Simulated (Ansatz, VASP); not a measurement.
## Na: VASP beside Ansatz

```
Na
1.0
     0.00000   -3.72714    0.00000
    -3.72714    0.00000    0.00000
     0.00000    0.00000   -5.22418
Na
2
Cartesian
  -2.2716 -1.8636 -2.7174
  0.4080 0.0000 0.1053
```

Change from the starting cell: mode 4 frozen in at -0.408 Å and mode 6 at -0.105 Å (largest displacements).

Alike in both runs: task single point; functional PBEsol; k mesh 12 × 12 × 10; occupations gaussian, width 0.15 eV; no spin polarisation.

|  | VASP | Ansatz |
| --- | --- | --- |
| version | VASP 6.6.1 | Ansatz 0.2.0 |
| potentials or method | VASP PAW PBE potentials, release 64 (Na_pv), cutoff 520 eV | scalar-relativistic, plane waves, PAW |
| valence electrons in the cell | 14 | 18 |

```csv
,VASP,Ansatz,Ansatz less VASP
gap on the k mesh at the Fermi level (eV),none,none,-
pressure (GPa),0.4,0.4,+0.01
"traceless stress, the component that is largest in VASP (GPa)",-1.03,-1.03,+0.002
rms of the force components (eV/Å),0.195,0.195,+0.0002
```

VASP's potentials were made for PBE, not for PBEsol. Atom by atom the forces differ by 0.000 eV/Å (rms over components). A gap of «none» marks a metal or a gap that the smearing closes. VASP's potentials hold 14 valence electrons a cell and Ansatz's 18, so a difference there can come from the potentials and not from the codes.
